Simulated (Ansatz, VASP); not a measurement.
**Sc6WS: VASP beside Ansatz**

```xyz
8
Lattice="5.6077 0.0000 0.0000 0.0000 5.6077 0.0000 0.0000 0.0000 5.6077" Properties=species:S:1:pos:R:3 pbc="T T T"
Sc    0.0000    2.8039    2.8039
Sc    2.8039    0.0000    2.8039
Sc    2.8039    2.8039    0.0000
Sc    2.8039    0.0000    0.0000
Sc    0.0000    2.8039    0.0000
Sc    0.0000    0.0000    2.8039
W     0.0000    0.0000    0.0000
S     2.8039    2.8039    2.8039
```

Alike in both runs: functional PBE; k mesh 8 × 8 × 8; occupations gaussian, width 0.1 eV; no spin polarisation.

Ansatz relaxed the structure, and its values are those at the end. VASP's run is a single point on that final structure, the one shown.

|  | VASP | Ansatz |
| --- | --- | --- |
| version | VASP 6.6.1 | Ansatz 0.2.0 |
| potentials or method | VASP PAW PBE potentials, release 64 (Sc_sv, W_sv, S), cutoff 520 eV | scalar-relativistic, plane waves, PAW |
| valence electrons in the cell | 86 | 86 |

```csv
,VASP,Ansatz,Ansatz less VASP
gap on the k mesh at the Fermi level (eV),none,none,-
pressure (GPa),0.1,0.0,-0.11
```

A gap of «none» marks a metal or a gap that the smearing closes. With one functional, cell and mesh, what is left measures potentials, basis and numerics.

Spin-orbit coupling is off throughout.
